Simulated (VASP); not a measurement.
# BN (F-43m) in VASP: a series of runs

BN is run at these levels: r2SCAN, HSE06; tasks: single point.

Program: VASP 6.6.1. These are calculated values, not measurements. Logs are shortened: lines on timing, memory, paths and dates and some standing lists are left out, and cuts for length are marked.

## 1. The cell of the first run

It takes space group F-43m (No. 216, cubic). Conventional cell: a = 3.610 Å, b = 3.610 Å, c = 3.610 Å, α = 90.00°, β = 90.00°, γ = 90.00°. Within 2.1 Å of B (site symmetry -43m) lie 4 N at 1.56 Å. N (site symmetry -43m) has 4 B at 1.56 Å within 2.1 Å.

## 2. Single point, r2SCAN

POSCAR reads:

```
BN
1.0
    0.0000000000      1.8048254650      1.8048254650
    1.8048254650      0.0000000000      1.8048254650
    1.8048254650      1.8048254650      0.0000000000
B N
1 1
Direct
    0.0000000000      0.0000000000      0.0000000000
    0.2500000000      0.2500000000      0.2500000000
```

INCAR.step1 reads:

```
PREC = Accurate
ENCUT = 1460
ISMEAR = 0
SIGMA = 0.01
LREAL = F
LASPH = T
NELM = 120
NBANDS = 11
GGA = PE
ALGO = Normal
EDIFF = 1E-5
LWAVE = T
LCHARG = F
GGA_COMPAT = F
```

INCAR.step2 reads:

```
PREC = Accurate
ENCUT = 1460
EDIFF = 1E-6
ISMEAR = 0
SIGMA = 0.01
LREAL = F
LASPH = T
NELM = 120
ALGO = Normal
ISIF = 2
LWAVE = F
LCHARG = F
METAGGA = R2SCAN
LMIXTAU = T
NBANDS = 11
ISTART = 1
GGA_COMPAT = F
```

KPOINTS reads:

```
Automatic mesh
0
Gamma
  12 12 12
```

Potentials or basis: VASP PAW PBE potentials, release 64 (B_h, N_h).

On the command line:

```console
$ cat potpaw_PBE.64/B_h/POTCAR potpaw_PBE.64/N_h/POTCAR > POTCAR
$ cp INCAR.step1 INCAR
$ mpirun -np 1 vasp_std > vasp.out
$ cp INCAR.step2 INCAR
$ mpirun -np 1 vasp_std > vasp.out
```

OUTCAR:

```text
PREC = Accurate
   ENCUT = 1460
   EDIFF = 1E-6
   ISMEAR = 0
   LREAL = F
   LASPH = T
   NELM = 120
   ISIF = 2
   METAGGA = R2SCAN
   ISTART = 1

 ion  position               nearest neighbor table
   1  0.000  0.000  0.000-
   2  0.250  0.250  0.250-

  LATTYP: Found a face centered cubic cell.
 ALAT       =     3.6096509300

  Lattice vectors:

 A1 = (   0.0000000000,   1.8048254650,   1.8048254650)
 A2 = (   1.8048254650,   0.0000000000,   1.8048254650)
 A3 = (   1.8048254650,   1.8048254650,   0.0000000000)

Analysis of symmetry for initial positions (statically):
=====================================================================
 Subroutine PRICEL returns:
 Original cell was already a primitive cell.

 Routine SETGRP: Setting up the symmetry group for a
 face centered cubic supercell.

 Subroutine GETGRP returns: Found 24 space group operations
 (whereof 24 operations were pure point group operations)
 out of a pool of 48 trial point group operations.

The static configuration has the point symmetry T_d .

Analysis of symmetry for dynamics (positions and initial velocities):
=====================================================================
 Subroutine PRICEL returns:
 Original cell was already a primitive cell.

 Routine SETGRP: Setting up the symmetry group for a
 face centered cubic supercell.

 Subroutine GETGRP returns: Found 24 space group operations
 (whereof 24 operations were pure point group operations)
 out of a pool of 48 trial point group operations.

The dynamic configuration has the point symmetry T_d .

 Subroutine INISYM returns: Found 24 space group operations
 (whereof 24 operations are pure point group operations),
 and found     1 'primitive' translations

----------------------------------------------------------------------------------------

                                     Primitive cell

  volume of cell :      11.7581

  direct lattice vectors                    reciprocal lattice vectors
     0.000000000  1.804825465  1.804825465    -0.277035098  0.277035098  0.277035098
     1.804825465  0.000000000  1.804825465     0.277035098 -0.277035098  0.277035098
     1.804825465  1.804825465  0.000000000     0.277035098  0.277035098 -0.277035098

  length of vectors
     2.552408650  2.552408650  2.552408650     0.479838866  0.479838866  0.479838866

  position of ions in fractional coordinates (direct lattice)
     0.000000000  0.000000000  0.000000000
     0.250000000  0.250000000  0.250000000

  ion indices of the primitive-cell ions
[... 78 lines left out ...]
   NSW    =      0    number of steps for IOM
   IBRION =     -1    ionic relax: 0-MD 1-quasi-New 2-CG
   NFREE  =      0    steps in history (QN), initial steepest desc. (CG)
   ISIF   =      2    stress and relaxation
   ISYM   =      2    0-nonsym 1-usesym 2-fastsym
   POTIM  = 0.5000    time-step for ionic-motion
   TEBEG  =    0.0;   TEEND  =   0.0 temperature during run
   PSTRESS=    0.0 pullay stress
   NELECT =       8.0000    total number of electrons
   NUPDOWN=      -1.0000    fix difference up-down
   EMIN   =  10.00;   EMAX   =-10.00  energy-range for DOS
   EFERMI =   0.00;   METHOD = LEGACY
   ISMEAR =     0;   SIGMA  =   0.01  broadening in eV -4-tet -1-fermi 0-gaus
   EFERMI_NEDOS =   21; number of points for ismear=-14 and -15
   IALGO  =     38    algorithm
   IMIX   =      4    mixing-type and parameters
     AMIX     =   0.40;   BMIX     =  1.00
     AMIX_MAG =   1.60;   BMIX_MAG =  1.00
  volume/ion in A,a.u.               =       5.88        39.67
  Fermi-wavevector in a.u.,A,eV,Ry     =   1.439880  2.720979 28.208337  2.073254
  Thomas-Fermi vector in A             =   2.558686
   LORBIT       =      0    0 simple, 1 ext, 2 COOP (PROOUT), +10 PAW based schemes
   METAGGA = R2SCAN    functional components
   LHFCALC =     F    Hartree Fock is set to
   AEXX    =    0.0000 exact exchange contribution
   IVDW    =     0    specifies the selected vdW correction
   LEPSILON=     F    determine dielectric tensor
   LRPA    =     F    only Hartree local field effects (RPA)
 non-spin polarized calculation
 Gauss-broadening in eV      SIGMA  =   0.01
  energy-cutoff  :     1460.00
  volume of cell :       11.76
 maximum number of plane-waves:      1524
   NGX = 15   NGY = 15   NGZ = 15

 number of electron       8.0000000 magnetization

 Free energy of the ion-electron system (eV)
  ---------------------------------------------------
  ext. energy  EPLUGINS =         0.00000000
  ---------------------------------------------------
  free energy    TOTEN  =       -19.20399582 eV

  energy without entropy =      -19.20399582  energy(sigma->0) =      -19.20399582

 E-fermi :   9.0463     XC(G=0): -13.7800

 val. band max:        8.9852940166   @ k =   0.0000   0.0000   0.0000
 cond. band min:      13.9833141845   @ k =   0.5000   0.5000   0.0000
 fundamental gap:      4.9980201679
 Fermi energy:         9.0463030943

 k-point     1 :       0.0000    0.0000    0.0000
  band No.  band energies     occupation
      1     -12.3489      2.00000
      2       8.9853      2.00000
      3       8.9853      2.00000
      4       8.9853      2.00000
      5      18.5570      0.00000
      6      18.5570      0.00000
      7      18.5570      0.00000
      8      20.1250      0.00000
      9      35.2146      0.00000
     10      37.7429      0.00000
     11      37.7429      0.00000
[... 309 lines left out ...]
 k-point    24 :      -0.4167    0.1667    0.0000
  band No.  band energies     occupation
      1      -7.6552      2.00000
      2      -1.4120      2.00000
      3       4.6779      2.00000
      4       6.3147      2.00000
      5      19.0269      0.00000
      6      22.0591      0.00000
      7      22.1473      0.00000
      8      25.8715      0.00000
      9      31.4120      0.00000
     10      35.6087      0.00000
     11      37.3376      0.00000

 [... further k-points ...]
[... 5 lines left out ...]
  --------------------------------------------------------------------------------------
  -------------------------------------------------------------------------------------
  Total       -0.0320742     -0.0320742     -0.0320742      0.0000000      0.0000000      0.0000000
  in kB       -4.3704903     -4.3704903     -4.3704903      0.0000000      0.0000000      0.0000000
  external PRESSURE =      -4.3704903 kB  Pullay stress =       0.0000000 kB

 VOLUME and BASIS-vectors are now :
 -----------------------------------------------------------------------------
  energy-cutoff  :     1460.00
  volume of cell :       11.76
      direct lattice vectors                 reciprocal lattice vectors
     0.000000000  1.804825465  1.804825465    -0.277035098  0.277035098  0.277035098
     1.804825465  0.000000000  1.804825465     0.277035098 -0.277035098  0.277035098
     1.804825465  1.804825465  0.000000000     0.277035098  0.277035098 -0.277035098

 POSITION                                       TOTAL-FORCE (eV/Angst)
 -----------------------------------------------------------------------------------
      0.00000      0.00000      0.00000        -0.000000     -0.000000      0.000000
      0.90241      0.90241      0.90241         0.000000      0.000000     -0.000000
 -----------------------------------------------------------------------------------
    total drift:                               -0.000000     -0.000000     -0.000000

  FREE ENERGIE OF THE ION-ELECTRON SYSTEM (eV)
  ---------------------------------------------------
  free  energy   TOTEN  =       -19.2039958239 eV

  energy  without entropy=      -19.2039958239  energy(sigma->0) =      -19.20399582
```

It took 43 s on 1 thread of Intel Xeon 6975P-C (Granite Rapids), shared host; peak memory 0.19 GiB.

What came out:

```yaml
Free_energy: -19.2040 eV
Pressure: -0.4 GPa
Band_gap_on_the_k_mesh: 5.00 eV (least direct gap 9.57 eV)
```

Caveat: the PAW data sets were made with another functional, which shifts forces and pressure a little.

## 3. Single point, HSE06 (strain +1.0%)

POSCAR reads:

```
BN
1.0
    0.0000000000      1.8228737197      1.8228737197
    1.8228737197      0.0000000000      1.8228737197
    1.8228737197      1.8228737197      0.0000000000
B N
1 1
Direct
    0.0000000000      0.0000000000      0.0000000000
    0.2500000000      0.2500000000      0.2500000000
```

INCAR.step1 reads:

```
PREC = Accurate ; ENCUT = 520
EDIFF = 1E-5 ; ISMEAR = 0
SIGMA = 0.01 ; LREAL = False
LASPH = True ; NELM = 80
ALGO = Normal ; ISIF = 2
LWAVE = True ; LCHARG = False
GGA = PE ; NBANDS = 11
```

INCAR.step2 reads:

```
PREC = Accurate ; ENCUT = 520
EDIFF = 1E-6 ; ISMEAR = 0
SIGMA = 0.01 ; LREAL = False
LASPH = True ; NELM = 80
ALGO = Normal ; ISIF = 2
LWAVE = False ; LCHARG = False
GGA = PE ; LHFCALC = True
HFSCREEN = 0.2079 ; PRECFOCK = Normal
ISTART = 1 ; NBANDS = 11
```

KPOINTS reads:

```
regular mesh
0
Gamma
  8 8 8
```

Potentials or basis: VASP PAW PBE potentials, release 64 (B, N).

On the command line:

```console
$ cat potpaw_PBE.64/B/POTCAR potpaw_PBE.64/N/POTCAR > POTCAR
$ cp INCAR.step1 INCAR
$ mpirun -np 1 vasp_std > vasp.out
$ cp INCAR.step2 INCAR
$ mpirun -np 1 vasp_std > vasp.out
```

OUTCAR:

```text
PREC = Accurate
   ENCUT = 520
   EDIFF = 1E-6
   ISMEAR = 0
   LREAL = False
   LASPH = True
   NELM = 80
   ISIF = 2
   GGA = PE
   LHFCALC = True
   HFSCREEN = 0.2079
   PRECFOCK = Normal
   ISTART = 1

 ion  position               nearest neighbor table
   1  0.000  0.000  0.000-   2 1.58   2 1.58   2 1.58   2 1.58
   2  0.250  0.250  0.250-   1 1.58   1 1.58   1 1.58   1 1.58

  LATTYP: Found a face centered cubic cell.
 ALAT       =     3.6457474394

  Lattice vectors:

 A1 = (   0.0000000000,   1.8228737197,   1.8228737197)
 A2 = (   1.8228737197,   0.0000000000,   1.8228737197)
 A3 = (   1.8228737197,   1.8228737197,   0.0000000000)

Analysis of symmetry for initial positions (statically):
=====================================================================
 Subroutine PRICEL returns:
 Original cell was already a primitive cell.

 Routine SETGRP: Setting up the symmetry group for a
 face centered cubic supercell.

 Subroutine GETGRP returns: Found 24 space group operations
 (whereof 24 operations were pure point group operations)
 out of a pool of 48 trial point group operations.

The static configuration has the point symmetry T_d .

Analysis of symmetry for dynamics (positions and initial velocities):
=====================================================================
 Subroutine PRICEL returns:
 Original cell was already a primitive cell.

 Routine SETGRP: Setting up the symmetry group for a
 face centered cubic supercell.

 Subroutine GETGRP returns: Found 24 space group operations
 (whereof 24 operations were pure point group operations)
 out of a pool of 48 trial point group operations.

The dynamic configuration has the point symmetry T_d .

 Subroutine INISYM returns: Found 24 space group operations
 (whereof 24 operations are pure point group operations),
 and found     1 'primitive' translations

----------------------------------------------------------------------------------------

                                     Primitive cell

  volume of cell :      12.1143

  direct lattice vectors                    reciprocal lattice vectors
     0.000000000  1.822873720  1.822873720    -0.274292176  0.274292176  0.274292176
     1.822873720  0.000000000  1.822873720     0.274292176 -0.274292176  0.274292176
     1.822873720  1.822873720  0.000000000     0.274292176  0.274292176 -0.274292176

  length of vectors
     2.577932737  2.577932737  2.577932737     0.475087986  0.475087986  0.475087986

  position of ions in fractional coordinates (direct lattice)
     0.000000000  0.000000000  0.000000000
     0.250000000  0.250000000  0.250000000

  ion indices of the primitive-cell ions
   primitive index   ion index
                 1           1
                 2           2

----------------------------------------------------------------------------------------

 KPOINTS: regular mesh

Automatic generation of k-mesh.
 Grid dimensions read from file:
 generate k-points for:    8    8    8

 Generating k-lattice:

  Cartesian coordinates                     Fractional coordinates (reciprocal lattice)
    -0.034286522  0.034286522  0.034286522     0.125000000  0.000000000  0.000000000
     0.034286522 -0.034286522  0.034286522     0.000000000  0.125000000  0.000000000
[... 42 lines left out ...]
   total plane-waves  NPLWV =   8000
   dimension x,y,z NGX =    20 NGY =   20 NGZ =   20
   dimension x,y,z NGXF=    40 NGYF=   40 NGZF=   40
   ions per type =               1   1
   NGX,Y,Z   is equivalent  to a cutoff of  12.90, 12.90, 12.90 a.u.
   NGXF,Y,Z  is equivalent  to a cutoff of  25.80, 25.80, 25.80 a.u.
 SYSTEM =  unknown system
   PREC   = accura    normal or accurate (medium, high low for compatibility)
   ISTART =      1    job   : 0-new  1-cont  2-samecut
   ICHARG =      0    charge: 1-file 2-atom 10-const
   ISPIN  =      1    spin polarized calculation?
   LNONCOLLINEAR =      F non collinear calculations
   LSORBIT =      F    spin-orbit coupling
   LASPH  =      T    aspherical Exc in radial PAW
   ENCUT  =  520.0 eV  38.22 Ry    6.18 a.u.   4.79  4.79  4.79*2*pi/ulx,y,z
   NELM   =     80;   NELMIN=  2; NELMDL=  0     # of ELM steps
   EDIFF  = 0.1E-05   stopping-criterion for ELM
   LREAL  =      F    real-space projection
   EDIFFG = 0.1E-04   stopping-criterion for IOM
   NSW    =      0    number of steps for IOM
   IBRION =     -1    ionic relax: 0-MD 1-quasi-New 2-CG
   NFREE  =      0    steps in history (QN), initial steepest desc. (CG)
   ISIF   =      2    stress and relaxation
   ISYM   =      3    0-nonsym 1-usesym 2-fastsym
   POTIM  = 0.5000    time-step for ionic-motion
   TEBEG  =    0.0;   TEEND  =   0.0 temperature during run
   PSTRESS=    0.0 pullay stress
   NELECT =       8.0000    total number of electrons
   NUPDOWN=      -1.0000    fix difference up-down
   EMIN   =  10.00;   EMAX   =-10.00  energy-range for DOS
   EFERMI =   0.00;   METHOD = LEGACY
   ISMEAR =     0;   SIGMA  =   0.01  broadening in eV -4-tet -1-fermi 0-gaus
   EFERMI_NEDOS =   21; number of points for ismear=-14 and -15
   IALGO  =     38    algorithm
   IMIX   =      1    mixing-type and parameters
     AMIX     =   0.40;   BMIX     =  1.00
     AMIX_MAG =   1.60;   BMIX_MAG =  1.00
  volume/ion in A,a.u.               =       6.06        40.88
  Fermi-wavevector in a.u.,A,eV,Ry     =   1.425624  2.694038 27.652521  2.032403
  Thomas-Fermi vector in A             =   2.545988
   LORBIT       =      0    0 simple, 1 ext, 2 COOP (PROOUT), +10 PAW based schemes
   GGA     = PE    functional components
   LHFCALC =     T    Hartree Fock is set to
   PRECFOCK=normal    Normal, Fast or Accurate (Low or Medium for compatibility)
   ENCUT4O =  -1.0   cutoff for four orbital integrals eV
   NKREDX  =     1    reduce k-point grid by
   NKREDY  =     1    reduce k-point grid by
   NKREDZ  =     1    reduce k-point grid by
   AEXX    =    0.2500 exact exchange contribution
   HFSCREEN=    0.2079 screening length (either q_TF or 0.3 A-1)
   HFSCREENC=   0.2079 screening length for correlation (either q_TF or 0.3 A-1)
   ENCUTFOCK=  -1.0 apply spherical cutoff to Coloumb kernel
   IVDW    =     0    specifies the selected vdW correction
   LEPSILON=     F    determine dielectric tensor
   LRPA    =     F    only Hartree local field effects (RPA)
 non-spin polarized calculation
 Gauss-broadening in eV      SIGMA  =   0.01
  energy-cutoff  :      520.00
  volume of cell :       12.11
 maximum number of plane-waves:       334
  NGX = 16; NGY = 16; NGZ = 16

 number of electron       8.0000000 magnetization

 Free energy of the ion-electron system (eV)
  ---------------------------------------------------
  ext. energy  EPLUGINS =         0.00000000
  ---------------------------------------------------
  free energy    TOTEN  =       -20.30678319 eV

  energy without entropy =      -20.30678319  energy(sigma->0) =      -20.30678319

 E-fermi :   6.3635     XC(G=0): -10.3925

 val. band max:        6.2413499434   @ k =   0.0000   0.0000   0.0000
 cond. band min:      11.9806594039   @ k =   0.5000   0.5000   0.0000
 fundamental gap:      5.7393094605
 Fermi energy:         6.3635112231

 k-point     1 :       0.0000    0.0000    0.0000
  band No.  band energies     occupation
      1     -15.5646      2.00000
      2       6.2413      2.00000
      3       6.2413      2.00000
      4       6.2413      2.00000
      5      16.6614      0.00000
      6      16.6614      0.00000
      7      16.6614      0.00000
      8      17.9353      0.00000
      9      32.4756      0.00000
     10      35.6704      0.00000
     11      35.6704      0.00000
[... 309 lines left out ...]
 k-point    24 :      -0.3750    0.2500    0.1250
  band No.  band energies     occupation
      1     -10.4324      2.00000
      2      -4.0781      2.00000
      3       1.0860      2.00000
      4       2.6153      2.00000
      5      17.3551      0.00000
      6      18.9654      0.00000
      7      22.4323      0.00000
      8      23.9225      0.00000
      9      27.3990      0.00000
     10      33.9857      0.00000
     11      35.5322      0.00000

 [... further k-points ...]
[... 5 lines left out ...]
  --------------------------------------------------------------------------------------
  -------------------------------------------------------------------------------------
  Total       -1.1329392     -1.1329392     -1.1329392     -0.0000000      0.0000000     -0.0000000
  in kB     -149.8364353   -149.8364353   -149.8364353     -0.0000000      0.0000000     -0.0000000
  external PRESSURE =    -149.8364353 kB  Pullay stress =       0.0000000 kB

 VOLUME and BASIS-vectors are now :
 -----------------------------------------------------------------------------
  energy-cutoff  :      520.00
  volume of cell :       12.11
      direct lattice vectors                 reciprocal lattice vectors
     0.000000000  1.822873720  1.822873720    -0.274292176  0.274292176  0.274292176
     1.822873720  0.000000000  1.822873720     0.274292176 -0.274292176  0.274292176
     1.822873720  1.822873720  0.000000000     0.274292176  0.274292176 -0.274292176

 POSITION                                       TOTAL-FORCE (eV/Angst)
 -----------------------------------------------------------------------------------
      0.00000      0.00000      0.00000        -0.000000      0.000000      0.000000
      0.91144      0.91144      0.91144         0.000000     -0.000000     -0.000000
 -----------------------------------------------------------------------------------
    total drift:                               -0.000000     -0.000000     -0.000000

  FREE ENERGIE OF THE ION-ELECTRON SYSTEM (eV)
  ---------------------------------------------------
  free  energy   TOTEN  =       -20.3067831933 eV

  energy  without entropy=      -20.3067831933  energy(sigma->0) =      -20.30678319
```

Wall time 13 min (1 thread of Intel Xeon Platinum 8259CL at 2.50GHz (Skylake/Cascade Lake), shared host); peak memory 0.23 GiB.

What came out:

```yaml
Free_energy: -20.3068 eV
Pressure: -15.0 GPa
Band_gap_on_the_k_mesh: 5.74 eV (least direct gap 10.42 eV)
```

Levels at points of the mesh, in eV from the valence-band top:
```
           k point  band 1  band 2  band 3  band 4  band 5  band 6  band 7  band 8  band 9
(0.00, 0.00, 0.00)  -21.81    0.00    0.00    0.00   10.42   10.42   10.42   11.69   26.23
(0.50, 0.00, 0.00)  -17.41  -11.38   -2.05   -2.05   11.49   12.36   12.36   17.10   25.17
(0.50, 0.50, 0.00)  -15.96   -9.59   -5.18   -5.18    5.74   10.58   20.04   20.04   22.78
```

Caveat: the cell differs from its parent crystal (strain +1.0%); the cell stands under tension; the PAW data sets were made with another functional, which shifts forces and pressure a little. A k mesh can miss the band edges.

(Continued in part 2 of 2.)
